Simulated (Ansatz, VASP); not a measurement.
**InSb3: VASP beside Ansatz**

```
In Sb
1.0
    -2.25339    2.25339    5.51841
     2.25339   -2.25339    5.51841
     2.25339    2.25339   -5.51841
In Sb
1 3
Direct
  0.00000 0.00000 0.00000
  0.50000 0.50000 0.00000
  0.25000 0.75000 0.50000
  0.75000 0.25000 0.50000
```

Alike in both runs: functional PBE; k mesh 14 × 14 × 14; occupations gaussian, width 0.1 eV; no spin polarisation.

Ansatz relaxed the structure, and its values are those at the end. VASP's run is a single point on that final structure, the one shown.

|  | VASP | Ansatz |
| --- | --- | --- |
| version | VASP 6.6.1 | Ansatz 0.2.0 |
| potentials or method | VASP PAW PBE potentials, release 64 (In_d, Sb), cutoff 520 eV | scalar-relativistic, plane waves, PAW |
| valence electrons in the cell | 28 | 58 |

```tsv
	VASP	Ansatz	Ansatz less VASP
gap on the k mesh at the Fermi level (eV)	none	none	-
pressure (GPa)	-0.1	0.0	+0.08
```

A gap of «none» marks a metal or a gap that the smearing closes. VASP's potentials hold 28 valence electrons a cell and Ansatz's 58, so a difference there can come from the potentials and not from the codes.

Spin-orbit coupling is off throughout.
